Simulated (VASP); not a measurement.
PmBi: single point with PBE+U

Crystal: PmBi.

```
CELL_PARAMETERS angstrom
4.12114 0.00000 0.00000
0.00000 4.12114 0.00000
0.00000 0.00000 4.12114
ATOMIC_POSITIONS crystal
Pm 0.00000 0.00000 0.00000
Bi 0.50000 0.50000 0.50000
```

```json
{
  "Program": "VASP 6.6.1",
  "Task": "single point",
  "Functional": "PBE",
  "Potentials or basis": "VASP PAW PBE potentials, release 64 (Pm, Bi_d)",
  "Cutoff": "520 eV",
  "k mesh": "8 × 8 × 8",
  "Occupations": "gaussian, width 0.05 eV",
  "Spin": "collinear spin, ferromagnetic start",
  "Starting moments": "[5.43, 0.0] μB",
  "Hubbard terms": "Pm f U = 6.0 eV",
  "Dipole correction": "no",
  "Further INCAR settings": "ALGO = Fast; EDIFF = 1e-07; NBANDS = 26"
}
```

```json
{
 "Pressure": "-4.2 GPa",
 "Net moment": "4.46 μB per cell",
 "Site moments": "Pm +4.18; Bi -0.04 μB",
 "Valence electrons inside the program's atomic spheres": "Pm 12.13; Bi 12.88"
}
```

Levels at points of the mesh, in eV from the Fermi level:
Spin up:
```csv
k point,band 13,band 14,band 15,band 16,band 17,band 18,band 19,band 20,band 21,band 22
"(0.00, 0.00, 0.00)",-6.36,-6.36,-0.63,-0.63,0.05,0.05,0.05,0.53,0.53,0.53
"(0.50, 0.00, 0.00)",-6.34,-6.34,-4.25,-0.61,-0.61,-0.18,-0.02,0.09,0.09,2.75
"(0.50, 0.50, 0.00)",-6.37,-6.33,-2.38,-2.38,-0.73,0.13,0.13,0.14,1.46,1.46
"(0.50, 0.50, 0.50)",-6.36,-6.36,-3.12,-3.12,-3.12,0.12,0.12,0.12,3.08,3.08
```
Spin down:
```tsv
k point	band 11	band 12	band 13	band 14	band 15	band 16
(0.00, 0.00, 0.00)	0.10	0.10	0.43	0.43	0.43	1.61
(0.50, 0.00, 0.00)	-4.00	-0.40	-0.40	0.66	2.03	2.26
(0.50, 0.50, 0.00)	-2.25	-2.25	-0.03	1.27	1.99	2.00
(0.50, 0.50, 0.50)	-2.99	-2.99	-2.99	2.32	2.32	2.32
```

Eigenvalues of the final occupation matrices:
```
    site  spin  trace                         eigenvalues
site 1 f     1   4.03  0.03 0.03 0.03 0.98 0.98 0.98 0.98
site 1 f     2   0.02  0.00 0.00 0.00 0.00 0.00 0.00 0.01
```

Wall time 8 min on 1 thread of AMD EPYC 7R43 64-Core Processor (Zen 3), with other jobs on the host, peak memory 0.25 GiB.

Caveat: the magnetic or orbital state may not be the lowest; spin-orbit coupling is left out, which moves the levels of the heavy elements; the U is typed as a test and isn't derived for this compound. The state reached can hang on the start; a lower one may exist.
